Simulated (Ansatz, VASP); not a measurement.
**Two plane-wave programs on K**

```xyz
1
Lattice="-2.7107 2.7107 2.7107 2.7107 -2.7107 2.7107 2.7107 2.7107 -2.7107" Properties=species:S:1:pos:R:3 pbc="T T T"
K     0.0000    0.0000    0.0000
```

Alike in both runs: functional revPBE; k mesh 9 × 9 × 9; occupations fermi-dirac, width 0.1 eV; no spin polarisation.

Ansatz relaxed the structure, and its values are those at the end. VASP's run is a single point on that final structure, the one shown.

|  | VASP | Ansatz |
| --- | --- | --- |
| version | VASP 6.6.1 | Ansatz 0.2.0 |
| potentials or method | VASP PAW PBE potentials, release 64 (K_sv), cutoff 520 eV | plane waves (420 eV) with PAW, scalar-relativistic |
| valence electrons in the cell | 9 | 9 |

|  | VASP | Ansatz | Ansatz less VASP |
| --- | --- | --- | --- |
| pressure (GPa) | 0.0 | 0.0 | +0.01 |

VASP's potentials were made for PBE, not for revPBE.
